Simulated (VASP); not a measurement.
# Li16C (a cell with a defect) in VASP: single point with LDA

Aim: the single point of Li16C (a cell with a defect) with LDA.

Everything below comes from runs of VASP 6.6.1. Logs are shortened: lines on timing, memory, paths and dates and some standing lists are left out, and cuts for length are marked.

### Step 1. The cell of the first run

The cell holds a defect, 17 atoms: a = 6.980 Å, b = 6.980 Å, c = 6.980 Å, α = 90.00°, β = 90.00°, γ = 90.00°.

### Step 2. Single point, LDA

The input, INCAR:

```
PREC     = Accurate       # precision mode
ENCUT    = 520            # plane-wave cutoff, eV
EDIFF    = 1E-7           # SCF threshold, eV
ISMEAR   = 0              # smearing method
SIGMA    = 0.1            # smearing width, eV
LREAL    = Auto         
LASPH    = T              # aspherical terms in the spheres
NELM     = 60             # most SCF steps
ALGO     = Normal         # electronic algorithm
ISIF     = 2              # what is computed and relaxed
LWAVE    = F              # write WAVECAR
LCHARG   = F              # write CHGCAR
NBANDS   = 40             # bands
```

The input, KPOINTS:

```
Automatic mesh
0
Gamma
  4 4 4
```

The input, POSCAR:

```
Li16C
1.0
    6.9800000000      0.0000000000      0.0000000000
    0.0000000000      6.9800000000      0.0000000000
    0.0000000000      0.0000000000      6.9800000000
Li C
16 1
Direct
   -0.1041247851      0.0609732092      0.0005915473
    0.5353557307     -0.0275883954      0.0006161891
   -0.1041197708      0.4391657593      0.0005918338
    0.0412853868      0.0376184814      0.5005422636
    0.3540532951      0.2500699140      0.1895573066
    0.5353285100      0.5278091691      0.0006150430
    0.4760203438     -0.0309577364      0.5005011461
    0.7145375358      0.2500707736      0.2787681948
    0.0412981375      0.4624935530      0.5005416905
    0.2082779370      0.7500617479      0.2129502865
    0.3539551576      0.2500690544      0.8116674785
    0.4760226361      0.5310706304      0.5005020057
    0.7735673352      0.7500540115      0.2814816619
    0.7142348138      0.2500713467      0.7232829513
    0.2083500000      0.7500636103      0.7880603152
    0.7736150430      0.7500538682      0.7194851003
    0.6250491404      0.2501127507      0.0010699140
```

Potentials or basis: VASP PAW LDA potentials, release 64 (Li_sv, C).

Launch:

```console
$ cat potpaw_LDA.64/Li_sv/POTCAR potpaw_LDA.64/C/POTCAR > POTCAR
$ mpirun -np 1 vasp_std > vasp.out
```

OUTCAR:

```text
PREC = Accurate
   ENCUT = 520
   EDIFF = 1E-7
   ISMEAR = 0
   LREAL = Auto
   LASPH = T
   NELM = 60
   ISIF = 2

 ion  position               nearest neighbor table
   1  0.896  0.061  0.001-  17 2.31   2 2.59
   2  0.535  0.972  0.001-  17 2.04   1 2.59
   3  0.896  0.439  0.001-  17 2.31   6 2.59
   4  0.041  0.038  0.501-
   5  0.354  0.250  0.190-  17 2.30   8 2.59
   6  0.535  0.528  0.001-  17 2.04   3 2.59
   7  0.476  0.969  0.501-
   8  0.715  0.250  0.279-  17 2.04   5 2.59
   9  0.041  0.462  0.501-
  10  0.208  0.750  0.213-
  11  0.354  0.250  0.812-  17 2.31  14 2.59
  12  0.476  0.531  0.501-
  13  0.774  0.750  0.281-
  14  0.714  0.250  0.723-  17 2.04  11 2.59
  15  0.208  0.750  0.788-
  16  0.774  0.750  0.719-
  17  0.625  0.250  0.001-  14 2.04   8 2.04   2 2.04   6 2.04   5 2.30   3 2.31   1 2.31  11 2.31

  LATTYP: Found a simple cubic cell.
 ALAT       =     6.9800000000

  Lattice vectors:

 A1 = (   6.9800000000,   0.0000000000,   0.0000000000)
 A2 = (   0.0000000000,   6.9800000000,   0.0000000000)
 A3 = (   0.0000000000,   0.0000000000,   6.9800000000)

Analysis of symmetry for initial positions (statically):
=====================================================================
 Subroutine PRICEL returns:
 Original cell was already a primitive cell.

 Routine SETGRP: Setting up the symmetry group for a
 simple cubic supercell.

 Subroutine GETGRP returns: Found  1 space group operations
 (whereof  1 operations were pure point group operations)
 out of a pool of 48 trial point group operations.

The static configuration has the point symmetry C_1 .

Analysis of symmetry for dynamics (positions and initial velocities):
=====================================================================
 Subroutine PRICEL returns:
 Original cell was already a primitive cell.

 Routine SETGRP: Setting up the symmetry group for a
 simple cubic supercell.

 Subroutine GETGRP returns: Found  1 space group operations
 (whereof  1 operations were pure point group operations)
 out of a pool of 48 trial point group operations.

The dynamic configuration has the point symmetry C_1 .

 Subroutine INISYM returns: Found  1 space group operations
 (whereof  1 operations are pure point group operations),
 and found     1 'primitive' translations

----------------------------------------------------------------------------------------

                                     Primitive cell

  volume of cell :     340.0684

  direct lattice vectors                    reciprocal lattice vectors
     6.980000000  0.000000000  0.000000000     0.143266476  0.000000000  0.000000000
     0.000000000  6.980000000  0.000000000     0.000000000  0.143266476  0.000000000
     0.000000000  0.000000000  6.980000000     0.000000000  0.000000000  0.143266476

  length of vectors
     6.980000000  6.980000000  6.980000000     0.143266476  0.143266476  0.143266476

  position of ions in fractional coordinates (direct lattice)
     0.895875215  0.060973209  0.000591547
     0.535355731  0.972411605  0.000616189
     0.895880229  0.439165759  0.000591834
     0.041285387  0.037618481  0.500542264
     0.354053295  0.250069914  0.189557307
     0.535328510  0.527809169  0.000615043
[... 9 lines left out ...]
     0.773615043  0.750053868  0.719485100
     0.625049140  0.250112751  0.001069914

  ion indices of the primitive-cell ions
   primitive index   ion index
                 1           1
                 2           2
                 3           3
                 4           4
                 5           5
                 6           6
[... 9 lines left out ...]
                16          16
                17          17

----------------------------------------------------------------------------------------

 KPOINTS: Automatic mesh

Automatic generation of k-mesh.
 Grid dimensions read from file:
 generate k-points for:    4    4    4

 Generating k-lattice:

  Cartesian coordinates                     Fractional coordinates (reciprocal lattice)
     0.035816619  0.000000000  0.000000000     0.250000000  0.000000000  0.000000000
     0.000000000  0.035816619  0.000000000     0.000000000  0.250000000  0.000000000
     0.000000000  0.000000000  0.035816619     0.000000000  0.000000000  0.250000000

  Length of vectors
     0.035816619  0.035816619  0.035816619

  Shift w.r.t. Gamma in fractional coordinates (k-lattice)
     0.000000000  0.000000000  0.000000000

 Subroutine IBZKPT returns following result:
 ===========================================

 Found     36 irreducible k-points:

 Following reciprocal coordinates:
            Coordinates               Weight
  0.000000  0.000000  0.000000      1.000000
  0.250000  0.000000  0.000000      2.000000
  0.000000  0.250000  0.000000      2.000000
  0.000000  0.000000  0.250000      2.000000
  0.500000  0.000000  0.000000      1.000000
  0.000000  0.500000  0.000000      1.000000
[... 16 lines left out ...]
  0.250000  0.250000  0.250000      2.000000
 -0.250000  0.250000  0.250000      2.000000
 [... further k-points ...]
   k-points           NKPTS =     36   k-points in BZ     NKDIM =     36   number of bands    NBANDS=     40
   number of dos      NEDOS =    301   number of ions     NIONS =     17
   total plane-waves  NPLWV = 157464
   dimension x,y,z NGX =    54 NGY =   54 NGZ =   54
   dimension x,y,z NGXF=   108 NGYF=  108 NGZF=  108
   ions per type =              16   1
   NGX,Y,Z   is equivalent  to a cutoff of  12.86, 12.86, 12.86 a.u.
   NGXF,Y,Z  is equivalent  to a cutoff of  25.72, 25.72, 25.72 a.u.
 SYSTEM =  unknown system
   PREC   = accura    normal or accurate (medium, high low for compatibility)
   ISTART =      0    job   : 0-new  1-cont  2-samecut
   ICHARG =      2    charge: 1-file 2-atom 10-const
   ISPIN  =      1    spin polarized calculation?
   LNONCOLLINEAR =      F non collinear calculations
   LSORBIT =      F    spin-orbit coupling
   LASPH  =      T    aspherical Exc in radial PAW
   ENCUT  =  520.0 eV  38.22 Ry    6.18 a.u.  12.98 12.98 12.98*2*pi/ulx,y,z
   NELM   =     60;   NELMIN=  2; NELMDL= -5     # of ELM steps
   EDIFF  = 0.1E-06   stopping-criterion for ELM
   LREAL  =      T    real-space projection
   EDIFFG = 0.1E-05   stopping-criterion for IOM
   NSW    =      0    number of steps for IOM
   IBRION =     -1    ionic relax: 0-MD 1-quasi-New 2-CG
   NFREE  =      0    steps in history (QN), initial steepest desc. (CG)
   ISIF   =      2    stress and relaxation
   ISYM   =      2    0-nonsym 1-usesym 2-fastsym
   POTIM  = 0.5000    time-step for ionic-motion
   TEBEG  =    0.0;   TEEND  =   0.0 temperature during run
   PSTRESS=    0.0 pullay stress
   NELECT =      52.0000    total number of electrons
   NUPDOWN=      -1.0000    fix difference up-down
   EMIN   =  10.00;   EMAX   =-10.00  energy-range for DOS
   EFERMI =   0.00;   METHOD = LEGACY
   ISMEAR =     0;   SIGMA  =   0.10  broadening in eV -4-tet -1-fermi 0-gaus
   EFERMI_NEDOS =   21; number of points for ismear=-14 and -15
   IALGO  =     38    algorithm
   IMIX   =      4    mixing-type and parameters
     AMIX     =   0.40;   BMIX     =  1.00
     AMIX_MAG =   1.60;   BMIX_MAG =  1.00
  volume/ion in A,a.u.               =      20.00       134.99
  Fermi-wavevector in a.u.,A,eV,Ry     =   0.875428  1.654319 10.427158  0.766374
  Thomas-Fermi vector in A             =   1.995098
   LORBIT       =      0    0 simple, 1 ext, 2 COOP (PROOUT), +10 PAW based schemes
   GGA     = CA    functional components
   LHFCALC =     F    Hartree Fock is set to
   AEXX    =    0.0000 exact exchange contribution
   IVDW    =     0    specifies the selected vdW correction
   LEPSILON=     F    determine dielectric tensor
   LRPA    =     F    only Hartree local field effects (RPA)
 non-spin polarized calculation
 Gauss-broadening in eV      SIGMA  =   0.10
  energy-cutoff  :      520.00
  volume of cell :      340.07
 maximum number of plane-waves:      9183
 NGX is ok and might be reduce to    54
   NGX = 25   NGY = 25   NGZ = 25

 number of electron      51.9999983 magnetization

 Free energy of the ion-electron system (eV)
  ---------------------------------------------------
  ext. energy  EPLUGINS =         0.00000000
  ---------------------------------------------------
  free energy    TOTEN  =       -41.07220858 eV

  energy without entropy =      -41.04447098  energy(sigma->0) =      -41.05833978

 E-fermi :   0.4353     XC(G=0):  -7.1248

 val. band max:        0.4140059662   @ k =   0.5000   0.2500   0.5000
 cond. band min:       0.4438011922   @ k =   0.5000   0.2500   0.0000
 fundamental gap:      0.0297952259
 Fermi energy:         0.4353349423

 k-point     1 :       0.0000    0.0000    0.0000
  band No.  band energies     occupation
      1     -45.3879      2.00000
      2     -45.3813      2.00000
      3     -45.3800      2.00000
      4     -45.3794      2.00000
      5     -45.3474      2.00000
      6     -45.3403      2.00000
[... 30 lines left out ...]
     37       3.8126      0.00000
     38       3.8725      0.00000

 k-point     2 :       0.2500    0.0000    0.0000
  band No.  band energies     occupation
      1     -45.3879      2.00000
      2     -45.3813      2.00000
      3     -45.3800      2.00000
      4     -45.3794      2.00000
      5     -45.3477      2.00000
      6     -45.3403      2.00000
[... 30 lines left out ...]
     37       3.7033      0.00000
     38       3.9078      0.00000

 k-point     3 :       0.0000    0.2500    0.0000
  band No.  band energies     occupation
      1     -45.3873      2.00000
      2     -45.3830      2.00000
      3     -45.3795      2.00000
      4     -45.3789      2.00000
      5     -45.3474      2.00000
      6     -45.3403      2.00000
[... 30 lines left out ...]
     37       3.6205      0.00000
[... 781 lines left out ...]
 k-point    23 :       0.2500    0.2500    0.2500
  band No.  band energies     occupation
      1     -45.3868      2.00000
      2     -45.3833      2.00000
      3     -45.3809      2.00000
      4     -45.3777      2.00000
      5     -45.3476      2.00000
      6     -45.3404      2.00000
[... 30 lines left out ...]
     37       4.1885      0.00000
     38       4.4034      0.00000

 k-point    24 :      -0.2500    0.2500    0.2500
  band No.  band energies     occupation
      1     -45.3868      2.00000
      2     -45.3833      2.00000
      3     -45.3809      2.00000
      4     -45.3777      2.00000
      5     -45.3476      2.00000
      6     -45.3404      2.00000
[... 30 lines left out ...]
     37       4.1893      0.00000
     38       4.4030      0.00000

 [... further k-points ...]

 [bands above 38 left out]

------------------------ aborting loop because EDIFF is reached ----------------------------------------

  FORCE on cell =-STRESS in cart. coord.  units (eV):
  Direction    XX          YY          ZZ          XY          YZ          ZX
  --------------------------------------------------------------------------------------
  -------------------------------------------------------------------------------------
  Total       -5.8181035     -3.2303344     -3.2281768     -0.0008546     -0.0000783      0.0060724
  in kB      -27.4110555    -15.2191990    -15.2090340     -0.0040262     -0.0003689      0.0286091
  external PRESSURE =     -19.2797628 kB  Pullay stress =       0.0000000 kB

 VOLUME and BASIS-vectors are now :
 -----------------------------------------------------------------------------
  energy-cutoff  :      520.00
  volume of cell :      340.07
      direct lattice vectors                 reciprocal lattice vectors
     6.980000000  0.000000000  0.000000000     0.143266476  0.000000000  0.000000000
     0.000000000  6.980000000  0.000000000     0.000000000  0.143266476  0.000000000
     0.000000000  0.000000000  6.980000000     0.000000000  0.000000000  0.143266476

 POSITION                                       TOTAL-FORCE (eV/Angst)
 -----------------------------------------------------------------------------------
      6.25321      0.42559      0.00413        -0.000638      0.007055      0.003097
      3.73678      6.78743      0.00430        -0.000035     -0.004407      0.001735
      6.25324      3.06538      0.00413        -0.000526     -0.007090      0.003302
      0.28817      0.26258      3.49378        -0.006559     -0.000528      0.000626
      2.47129      1.74549      1.32311        -0.001764      0.000512     -0.003582
      3.73659      3.68411      0.00429        -0.000295      0.004533      0.001854
[... 9 lines left out ...]
      5.39983      5.23538      5.02201         0.003123     -0.000462      0.008440
      4.36284      1.74579      0.00747        -0.003823      0.000082     -0.006003
 -----------------------------------------------------------------------------------
    total drift:                               -0.008519      0.002950     -0.013889

  FREE ENERGIE OF THE ION-ELECTRON SYSTEM (eV)
  ---------------------------------------------------
  free  energy   TOTEN  =       -41.0722085792 eV

  energy  without entropy=      -41.0444709754  energy(sigma->0) =      -41.05833978
```

Run time: 6.5 min. Hardware: 1 thread of Intel Xeon 6975P-C (Granite Rapids), shared host; peak memory 0.49 GiB.

Results:

* Free energy: -41.0722 eV
* Largest force: 0.013 eV/Å
* Band gap on the k mesh: zero (bands 26 and 27 overlap by 0.27 eV)

Forces in eV/Å, atoms in the order of the input:
```
Li  -0.001  0.007  0.003
Li   0.000 -0.004  0.002
Li  -0.001 -0.007  0.003
Li  -0.007 -0.001  0.001
Li  -0.002  0.001 -0.004
Li   0.000  0.005  0.002
Li   0.002  0.005  0.001
Li   0.002  0.000 -0.001
Li  -0.007  0.000  0.000
Li   0.004  0.000 -0.001
Li  -0.004  0.000  0.004
Li   0.001 -0.005  0.001
Li   0.005  0.000 -0.006
Li   0.006  0.000 -0.011
Li   0.002  0.000  0.003
Li   0.003  0.000  0.008
C   -0.004  0.000 -0.006
```

Caveat: the cutoff is under 1.25 times the usual one of these potentials, so pressure, stress and relaxed cells hold a basis-set (Pulay) error.

The gap in the log of VASP goes by the Fermi energy; the results here count the filled bands.